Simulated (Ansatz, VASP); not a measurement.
CdSe: VASP beside Ansatz

```
CELL_PARAMETERS angstrom
0.00000 3.09805 3.09805
3.09805 0.00000 3.09805
3.09805 3.09805 0.00000
ATOMIC_POSITIONS crystal
Cd 0.00000 0.00000 0.00000
Se 0.25000 0.25000 0.25000
```

Alike in both runs: task electric field gradients; functional PBE; k mesh 14 × 14 × 14; occupations fermi-dirac, width 0.08 eV; no spin polarisation.

|  | VASP | Ansatz |
| --- | --- | --- |
| version | VASP 6.6.1 | Ansatz 0.2.0 |
| potentials or method | VASP PAW PBE potentials, release 64 (Cd, Se) | PAW with Ansatz's default frozen-core files, scalar-relativistic |
| plane-wave cutoff (eV) | 520 | 420 |
| valence electrons in the cell | 18 | 36 |

|  | VASP | Ansatz | Ansatz less VASP |
| --- | --- | --- | --- |
| pressure (GPa) | 0.2 | 0.0 | -0.25 |

VASP's potentials hold 18 valence electrons a cell and Ansatz's 36, so a difference there can come from the potentials and not from the codes.
